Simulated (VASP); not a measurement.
# Cu2Ni3: single point with PBE

Cu2Ni3:

```
Cu Ni
1.0
     2.50571    0.00000    0.00000
    -1.25285    2.17001    0.00000
     0.00000    0.00000   20.76149
Cu Ni
4 6
Cartesian
  0.0000 1.4467 1.0678
  0.0000 1.4467 13.4864
  1.2529 0.7233 19.6937
  1.2529 0.7233 7.2751
  0.0000 1.4467 17.5997
  0.0000 1.4467 5.1781
  0.0000 1.4467 9.3723
  1.2529 0.7233 3.1617
  1.2529 0.7233 11.3892
  1.2529 0.7233 15.5834
```

```yaml
Program: VASP 6.6.1
Task: single point
Functional: PBE
Potentials_or_basis: VASP PAW PBE potentials, release 64 (Cu, Ni)
Cutoff: 520 eV
k_mesh: 6 × 6 × 1
Occupations: gaussian, width 0.1 eV
Spin: collinear spin, ferromagnetic start
Starting_moments: "[0.0, 0.0, 0.0, 0.0, 0.54, 0.54, 0.54, 0.54, 0.54, 0.54] μB"
```

- Pressure: -0.1 GPa
- Largest force: 0.096 eV/Å
- Net moment: 2.22 μB per cell
- Site moments: Cu -0.03, -0.02 (each value once); Ni +0.35, +0.43, +0.44 (each value once) μB
- Valence electrons inside the program's atomic spheres: Cu 10.03, 10.04 (each value once); Ni 9.28

Forces on the atoms (eV/Å):
```
Cu   0.000  0.000  0.096
Cu   0.000  0.000  0.004
Cu   0.000  0.000 -0.096
Cu   0.000  0.000 -0.004
Ni   0.000  0.000  0.017
Ni   0.000  0.000 -0.018
Ni   0.000  0.000  0.043
Ni   0.000  0.000 -0.017
Ni   0.000  0.000 -0.043
Ni   0.000  0.000  0.018
```

Stress tensor (GPa, compression positive):
```
 0.02  0.00  0.00
 0.00  0.02  0.00
 0.00  0.00 -0.27
```

Levels at points of the mesh, in eV from the Fermi level:
Spin up:
```csv
k point,band 53,band 54,band 55,band 56,band 57,band 58
"(0.00, 0.00, 0.00)",-0.85,-0.56,-0.53,-0.53,-0.48,-0.48
"(0.50, 0.00, 0.00)",0.87,0.87,0.99,1.59,1.67,2.53
```
Spin down:
```csv
k point,band 49,band 50,band 51,band 52,band 53,band 54,band 55,band 56
"(0.00, 0.00, 0.00)",-0.53,-0.53,-0.50,-0.50,-0.48,-0.48,-0.02,-0.02
"(0.50, 0.00, 0.00)",0.35,0.36,0.59,0.64,0.91,1.00,1.12,1.63
```

Wall time 5.3 min on 1 thread of Intel(R) Xeon(R) Platinum 8488C (Sapphire Rapids) (shared host), peak memory 0.32 GiB.

Caveat: the k points lie up to 0.48 Å⁻¹ apart.
